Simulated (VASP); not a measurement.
Be27S: single point with PBE

System: Be27S, a slab with vacuum.

```
Be S
1.0
     6.87000    0.00000    0.00000
     3.43500    5.94960    0.00000
     0.00000    0.00000   14.58843
Be S
27 1
Cartesian
  0.0000 0.0000 1.0000
  2.2900 0.0000 1.0000
  4.5800 0.0000 1.0000
  1.1450 1.9832 1.0000
  3.4350 1.9832 1.0000
  5.7250 1.9832 1.0000
  2.2900 3.9664 1.0000
  4.5800 3.9664 1.0000
  6.8700 3.9664 1.0000
  0.0307 1.3353 2.8709
  2.2740 1.3286 2.7523
  4.5764 1.3320 2.8591
  1.1537 3.2709 2.8702
  3.4896 3.2889 2.8673
  5.7449 3.2929 2.7418
  2.2907 5.2855 2.7849
  4.6244 5.2493 2.8683
  6.8585 5.2921 2.8594
  0.0085 -0.0421 4.6160
  2.2928 0.0550 4.6228
  4.6070 -0.0153 4.6087
  1.1680 1.9697 4.6686
  3.3883 1.9522 4.6210
  5.7122 1.8770 4.6598
  2.3315 3.9797 4.6164
  4.5809 3.9648 4.7693
  6.9564 4.0298 4.6518
  5.9264 3.1968 6.1835
```

| Property | Result |
| --- | --- |
| Program | VASP 6.6.1 |
| Task | single point |
| Functional | PBE |
| Potentials or basis | VASP PAW PBE potentials, release 64 (Be, S) |
| Cutoff | 520 eV |
| k mesh | 4 × 4 × 1 |
| Occupations | fermi-dirac, width 0.1 eV |
| Spin | no spin polarisation |
| Dipole correction | no |
| Further INCAR settings | LREAL = Auto; ALGO = Normal; EDIFF = 1e-06; NBANDS = 50 |

```
Largest force          : 0.339 eV/Å
Band gap on the k mesh : zero (bands 30 and 31 overlap by 0.20 eV)
```

Forces in eV/Å, atoms in the order of the input:
```
Be   0.181  0.106 -0.040
Be   0.003 -0.338 -0.019
Be  -0.090  0.051 -0.064
Be  -0.265  0.152  0.106
Be   0.292  0.164 -0.019
Be  -0.041 -0.311 -0.027
Be  -0.002 -0.208 -0.045
Be  -0.140  0.079  0.070
Be   0.253  0.193 -0.032
Be   0.012  0.009  0.002
Be   0.001  0.000 -0.018
Be   0.006 -0.012  0.010
Be  -0.002 -0.013  0.001
Be   0.008  0.006  0.009
Be  -0.012  0.005 -0.008
Be  -0.010  0.008 -0.002
Be   0.000 -0.009  0.006
Be   0.013 -0.002  0.007
Be  -0.006  0.013  0.008
Be   0.008 -0.002  0.003
Be   0.011 -0.001  0.010
Be   0.034 -0.021 -0.043
Be   0.006 -0.005  0.004
Be   0.011  0.030  0.026
Be  -0.014 -0.001  0.007
Be  -0.033  0.020 -0.004
Be  -0.015 -0.020  0.030
S   -0.211  0.106  0.022
```

Levels at points of the mesh, in eV from the Fermi level:
| k point | band 27 | band 28 | band 29 | band 30 | band 31 | band 32 | band 33 | band 34 |
| --- | --- | --- | --- | --- | --- | --- | --- | --- |
| (0.00, 0.00, 0.00) | -0.28 | -0.21 | -0.19 | 0.12 | 0.54 | 0.75 | 0.92 | 1.47 |
| (0.50, 0.00, 0.00) | -0.85 | -0.57 | -0.32 | -0.14 | -0.08 | 0.19 | 0.78 | 1.64 |
| (0.50, 0.50, 0.00) | -0.82 | -0.58 | -0.30 | -0.19 | -0.03 | 0.20 | 0.82 | 1.70 |
| (0.00, 0.50, 0.00) | -0.82 | -0.58 | -0.30 | -0.19 | -0.03 | 0.20 | 0.81 | 1.70 |

Run time: 6.1 min on 1 thread of Intel(R) Xeon(R) 6975P-C (Granite Rapids), with other jobs on the host, peak memory 0.71 GiB.
